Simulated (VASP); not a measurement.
**HfGe (zincblende type): density of states with LDA**

The system is HfGe (zincblende type).

```
Hf Ge
1.0
     0.00000    2.97908    2.97908
     2.97908    0.00000    2.97908
     2.97908    2.97908    0.00000
Hf Ge
1 1
Cartesian
  0.0000 0.0000 0.0000
  1.4895 1.4895 1.4895
```

- Program: VASP 6.6.1
- Task: density of states
- Functional: LDA
- Potentials or basis: VASP PAW LDA potentials, release 64 (Hf_pv, Ge_d)
- Cutoff: 520 eV
- k mesh: 11 × 11 × 11
- Occupations: fermi-dirac, width 0.05 eV
- Spin: no spin polarisation
- Dipole correction: no
- k mesh for the DOS: 17 × 17 × 17
- Occupations for the DOS: tetrahedron
- Further INCAR settings: ALGO = Normal; EDIFF = 1e-07; NBANDS = 19

| Property | Result |
| --- | --- |
| Valence electrons inside the program's atomic spheres | Hf 8.24; Ge 12.65 |

Levels at points of the mesh, in eV from the valence-band top:
```csv
k point,band 9,band 10,band 11,band 12,band 13,band 14,band 15,band 16
"(0.00, 0.00, 0.00)",-9.14,-1.41,-1.41,-1.41,1.74,1.74,3.53,7.56
```

It took 48 s on 1 thread of Intel(R) Xeon(R) 6975P-C (Granite Rapids) (shared host), peak memory 0.28 GiB.

Caveat: spin-orbit coupling is left out, which moves the levels of the heavy elements.
